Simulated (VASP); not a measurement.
# Ti: single point with r2SCAN

The system is Ti.

```xyz
1
Lattice="0.0000 2.0300 2.1112 2.0300 0.0000 2.1112 2.0300 2.0300 0.0000" Properties=species:S:1:pos:R:3 pbc="T T T"
Ti    0.0000    0.0000    0.0000
```

This cell differs from its parent crystal: strain +0.000 along x and y, +0.040 along z.

```yaml
Program: VASP 6.6.1
Task: single point
Functional: r2SCAN
Potentials_or_basis: VASP PAW PBE potentials, release 64 (Ti_sv)
Cutoff: 520 eV
k_mesh: 20 × 20 × 20
Occupations: gaussian, width 0.15 eV
Spin: no spin polarisation
```

| Quantity | Value |
| --- | --- |
| Pressure | 0.2 GPa |
| Band gap on the k mesh | zero (band 6 reaches 9.11 eV, above the bottom of band 7 at 7.66 eV) |

Stress tensor (GPa, compression positive):
```
 0.59  0.00  0.00
 0.00  0.59  0.00
 0.00  0.00 -0.72
```

Levels at points of the mesh, in eV from the Fermi level:
```
           k point  band 2  band 3  band 4  band 5  band 6  band 7  band 8  band 9  band 10  band 11
(0.00, 0.00, 0.00)  -33.85  -33.85  -33.85   -6.46    0.80    1.11    1.11    2.61     2.97    15.80
(0.50, 0.00, 0.00)  -34.55  -33.96  -33.92   -2.70    0.45    0.76    1.11    3.75     3.90     8.57
(0.50, 0.50, 0.00)  -34.49  -34.06  -34.06   -2.65   -1.69    2.29    3.90    4.05     4.05    10.54
(0.50, 0.00, 0.50)  -34.50  -34.14  -34.08   -2.64   -1.79    3.07    3.87    3.94     4.18    11.23
```

Wall time 4.7 min on 1 thread of Intel(R) Xeon(R) Platinum 8375C CPU @ 2.90GHz (Ice Lake), with other jobs on the host, peak memory 0.25 GiB.

Caveat: the cell differs from its parent crystal (strain +0.000 along x and y, +0.040 along z); the PAW data sets were made with another functional, which shifts forces and pressure a little.
